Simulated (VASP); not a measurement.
Runs of VASP 6.6.1 on BeAs2. The structure is that of space group Fd-3m (No. 227), or close to it. The cells are those of the table. 

| task | cell | k mesh | cutoff (eV) | gap on the mesh (eV) | pressure (GPa) | relaxed volume (Å³/atom) |
| --- | --- | --- | --- | --- | --- | --- |
| single point | a = 5.426 Å, angles 60.0°, 6 atoms | 4 × 4 × 4 | 520 | none | 0.0 | - |
| relaxation of cell and atoms | relaxed from a = 5.426 Å, angles 60.0°, 6 atoms | 8 × 8 × 8 | 600 | none | 0.0 | 18.93 |
| single point | a = 5.196 Å, angles 60.0°, 6 atoms | 4 × 4 × 4 | 520 | none | (a) | - |
| relaxation of cell and atoms | relaxed from a = 5.196 Å, angles 60.0°, 6 atoms | 4 × 4 × 4 | 600 | none | 0.1 | 18.81 |
| single point | a = 5.431 Å, angles 60.0°, 6 atoms | 8 × 8 × 8 | 520 | none | 0.1 | - |

Alike in all rows: level PBE; potentials or basis VASP PAW PBE potentials, release 64 (Be, As); no spin polarisation; smearing gaussian 0.1 eV.

Task: Fill in the values left out.

Result: (a) 11.9.

Caveats: some runs use coarse meshes.

A k mesh can miss the band edges, and the runs leave out spin-orbit coupling on As.

A gap of «none» marks levels without a gap at the run's occupations.
